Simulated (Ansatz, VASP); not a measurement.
## Two plane-wave programs on CaHfAs2

```
Ca Hf As
1.0
     3.92145    0.00000    0.00000
    -1.96073    3.39608    0.00000
     0.00000    0.00000    7.07738
Ca Hf As
1 1 2
Direct
  0.00000 0.00000 0.00000
  0.00000 0.00000 0.50000
  0.33333 0.66667 0.72193
  0.66667 0.33333 0.27807
```

Alike in both runs: task single point; functional PBE; k mesh 12 × 12 × 8; occupations gaussian, width 0.1 eV; no spin polarisation.

|  | VASP | Ansatz |
| --- | --- | --- |
| version | VASP 6.6.1 | Ansatz 0.2.0 |
| potentials or method | VASP PAW PBE potentials, release 64 (Ca_sv, Hf_pv, As), cutoff 520 eV | scalar-relativistic, plane waves, PAW |
| valence electrons in the cell | 30 | 66 |

Ansatz gave:

* gap on the k mesh at the Fermi level (eV): none
* pressure (GPa): 0.0
* rms of the force components (eV/Å): 0.000

**Question.** Which values does VASP return?

**Answer.** gap on the k mesh at the Fermi level (eV): none; pressure (GPa): 0.0; rms of the force components (eV/Å): 0.015.

Atom by atom the forces differ by 0.016 eV/Å (rms over components). A gap of «none» marks a metal or a gap that the smearing closes. With one functional, cell and mesh, what is left measures potentials, basis and numerics. VASP's potentials hold 30 valence electrons a cell and Ansatz's 66, so a difference there can come from the potentials and not from the codes.

Spin-orbit coupling is off throughout.
